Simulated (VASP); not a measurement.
GeSe: single point with r2SCAN

Crystal: GeSe.

```
Ge Se
1.0
    11.23940    0.00000    0.00000
     0.00000    3.79400    0.00000
     0.00000    0.00000    4.57358
Ge Se
4 4
Direct
  0.12889 0.25000 0.11517
  0.87111 0.75000 0.88483
  0.37111 0.75000 0.61517
  0.62889 0.25000 0.38483
  0.85020 0.25000 0.51303
  0.14980 0.75000 0.48697
  0.64980 0.75000 0.01303
  0.35020 0.25000 0.98697
```

This cell differs from its parent crystal: uniaxial z strain -2.0%.

| Quantity | Value |
| --- | --- |
| Program | VASP 6.6.1 |
| Task | single point |
| Functional | r2SCAN |
| Potentials or basis | VASP PAW PBE potentials, release 64 (Ge_d, Se) |
| Cutoff | 550 eV |
| k mesh | 2 × 6 × 6 |
| Occupations | gaussian, width 0.01 eV |
| Spin | no spin polarisation |

```json
{
 "Pressure": "0.5 GPa",
 "Largest force": "0.017 eV/Å",
 "Band gap on the k mesh": "1.00 eV"
}
```

Forces in eV/Å, atoms in the order of the input:
```
Ge  -0.009  0.000 -0.014
Ge   0.009  0.000  0.014
Ge   0.009  0.000 -0.014
Ge  -0.009  0.000  0.014
Se   0.004  0.000 -0.007
Se  -0.004  0.000  0.007
Se  -0.004  0.000 -0.007
Se   0.004  0.000  0.007
```

Stress tensor (GPa, compression positive):
```
0.15 0.00 0.00
0.00 0.68 0.00
0.00 0.00 0.69
```

Levels at points of the mesh, in eV from the valence-band top:
```tsv
k point	band 36	band 37	band 38	band 39	band 40	band 41	band 42	band 43	band 44	band 45
(0.00, 0.00, 0.00)	-1.98	-1.54	-1.10	-0.85	0.00	1.00	2.66	2.86	2.99	3.20
(0.50, 0.00, 0.00)	-1.98	-1.74	-1.74	-0.41	-0.41	2.32	2.32	2.70	2.70	3.51
(0.00, 0.50, 0.00)	-2.23	-1.62	-1.62	-1.31	-1.31	1.38	1.38	1.63	1.63	2.33
(0.50, 0.50, 0.00)	-2.48	-1.62	-1.62	-1.62	-1.62	1.76	1.76	1.76	1.76	2.47
(0.00, 0.00, 0.50)	-1.77	-0.92	-0.92	-0.37	-0.37	1.70	1.70	2.35	2.35	2.75
(0.50, 0.00, 0.50)	-2.10	-0.71	-0.71	-0.42	-0.42	1.73	1.73	2.21	2.21	2.99
(0.00, 0.50, 0.50)	-3.64	-1.97	-1.97	-1.50	-1.50	3.14	3.14	3.34	3.34	4.97
(0.50, 0.50, 0.50)	-4.06	-1.51	-1.51	-1.51	-1.51	2.91	2.91	2.91	2.91	4.91
```

Wall time 7.6 min on 1 thread of Intel(R) Xeon(R) 6975P-C (Granite Rapids) (shared host), peak memory 0.5 GiB.

Caveat: the cell differs from its parent crystal (uniaxial z strain -2.0%); the PAW data sets were made with another functional, which shifts forces and pressure a little. A k mesh can miss the band edges.
